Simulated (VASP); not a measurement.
MnPt, 2 atoms in the cell. The structure is tetragonal, space group P4/mmm (No. 123). The conventional cell has a = 2.941 Å, b = 2.941 Å, c = 3.537 Å, α = 90.00°, β = 90.00°, γ = 90.00°. Mn (site symmetry 4/mmm) has 8 Pt at 2.73 Å and 6 Mn at 2.94 to 3.54 Å within 3.6 Å. Within 3.6 Å of Pt (site symmetry 4/mmm) lie 8 Mn at 2.73 Å and 6 Pt at 2.94 to 3.54 Å. 

```yaml
Program: VASP 6.6.1
Task: relaxation of shape and atoms at fixed volume
Functional: PBEsol
Potentials_or_basis: VASP PAW PBE potentials, release 64 (Mn_pv, Pt)
Cutoff: 600 eV
k_mesh: 14 × 14 × 12
Occupations: gaussian, width 0.1 eV
Spin: collinear spin, ferromagnetic start
Starting_moments: "[4.12, 0.48] μB"
Dipole_correction: no
Further_INCAR_settings: ALGO = Normal; EDIFF = 1e-07; IBRION = 2; EDIFFG = -0.01; NSW = 50; ISIF = 4
```

Potentials or basis: VASP PAW PBE potentials, release 64 (Mn_pv, Pt).

Command:

```console
$ cat potpaw_PBE.64/Mn_pv/POTCAR potpaw_PBE.64/Pt/POTCAR > POTCAR
$ mpirun -np 1 vasp_std > vasp.out
```

Hardware: 1 thread of Oxide Virtual Turin-like Processor, with other jobs on the host.

Estimate the wall time of this run.

Run time: 13 min on 1 thread of Oxide Virtual Turin-like Processor (shared host), peak memory 0.34 GiB. Counts: scf iterations 28, k points 252, ion steps 3.
